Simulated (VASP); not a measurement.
A run of VASP 6.6.1 is set up as follows.

INCAR

```
SYSTEM = Ge
PREC = Accurate
ENCUT = 520
EDIFF = 1E-6
ISMEAR = 0
SIGMA = 0.15
LREAL = .False.
LASPH = .True.
NELM = 80
ALGO = Normal
ISIF = 2
LWAVE = .False.
LCHARG = .False.
GGA = PS
NBANDS = 21
```

Contents of KPOINTS:

```
Automatic mesh
0
Gamma
  14 14 14
  0 0 0
```

The input POSCAR:

```
Ge
1.0
    0.0000000000      2.8216980750      2.8287700000
    2.8358419250      0.0000000000      2.8287700000
    2.8358419250      2.8216980750      0.0000000000
Ge
2
Direct
    0.5000000000      0.5000000000      0.5000000000
    0.7500000000      0.7500000000      0.7500000000
```

Potentials or basis: VASP PAW PBE potentials, release 64 (Ge_d).

The run is started by

```sh
$ cat potpaw_PBE.64/Ge_d/POTCAR > POTCAR
$ mpirun -np 1 vasp_std > vasp.out
```

(1) Estimate the band gap on the k mesh.

(2) Predict the pressure.

Results:

(1) 0.02 eV.

(2) 0.2 GPa.

Caveat: the cell differs from its parent crystal (strain +0.0025 x Voigt [1, -1, 0, 0, 0, 0]); the smearing spreads over this small gap; semilocal functionals underestimate gaps, and a narrow one can read as zero; the PAW data sets were made with another functional, which shifts forces and pressure a little.
